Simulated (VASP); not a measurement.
Write the native input for VASP 6.6.1 that does the following.

| Property | Result |
| --- | --- |
| Task | single point |
| Functional | r2SCAN |
| Potentials or basis | VASP PAW PBE potentials, release 64 (Na_pv, I) |
| Cutoff | 520 eV |
| k mesh | 8 × 8 × 8 |
| Occupations | gaussian, width 0.05 eV |
| Spin | no spin polarisation |
| Dipole correction | no |
| Further INCAR settings | ALGO = Normal; EDIFF = 1e-07; NBANDS = 14 |

NaI:

```
Na I
1.0
    -0.70137    2.92642    2.92642
     2.92642   -0.70137    2.92642
     2.92642    2.92642   -0.70137
Na I
1 1
Direct
  0.00000 0.00000 0.00000
  0.50000 0.50000 0.50000
```

This cell differs from its parent crystal: ratio of the length along [111] to the lengths across it x 0.71, volume and fractional coordinates fixed.

One way to write it, as run:

POSCAR

```
NaI
1.0
   -0.7013737081      2.9264213339      2.9264213339
    2.9264213339     -0.7013737081      2.9264213339
    2.9264213339      2.9264213339     -0.7013737081
Na I
1 1
Direct
    0.0000000000      0.0000000000      0.0000000000
    0.5000000000      0.5000000000      0.5000000000
```

INCAR.step1

```
SYSTEM = NaI
  PREC = Accurate
  ENCUT = 520
  ISMEAR = 0
  SIGMA = 0.05
  LREAL = .False.
  LASPH = .True.
  NELM = 100
  NBANDS = 14
  GGA = PE
  ALGO = Normal
  EDIFF = 1E-4
  LWAVE = .True.
  LCHARG = .False.
```

INCAR.step2

```
SYSTEM = NaI
  PREC = Accurate
  ENCUT = 520
  EDIFF = 1E-7
  ISMEAR = 0
  SIGMA = 0.05
  LREAL = .False.
  LASPH = .True.
  NELM = 100
  ALGO = Normal
  ISIF = 2
  LWAVE = .False.
  LCHARG = .True.
  METAGGA = R2SCAN
  LMIXTAU = .True.
  LELF = .True.
  LVHAR = .True.
  NBANDS = 14
  ISTART = 1
```

KPOINTS

```
regular mesh
0
Gamma
  8 8 8
  0 0 0
```

Potentials or basis: VASP PAW PBE potentials, release 64 (Na_pv, I).

Command:

```console
$ cat potpaw_PBE.64/Na_pv/POTCAR potpaw_PBE.64/I/POTCAR > POTCAR
$ cp INCAR.step1 INCAR
$ mpirun -np 1 vasp_std > vasp.out
$ cp INCAR.step2 INCAR
$ mpirun -np 1 vasp_std > vasp.out
```

It gave:

```json
{"Pressure": "-0.3 GPa", "Band gap on the k mesh": "3.48 eV"}
```

Caveat: the PAW data sets were made with another functional, which shifts forces and pressure a little; spin-orbit coupling is left out, which moves the levels of the heavy elements.

It took 54 s on 1 thread of Intel(R) Xeon(R) 6975P-C (Granite Rapids) (shared host), peak memory 0.22 GiB.
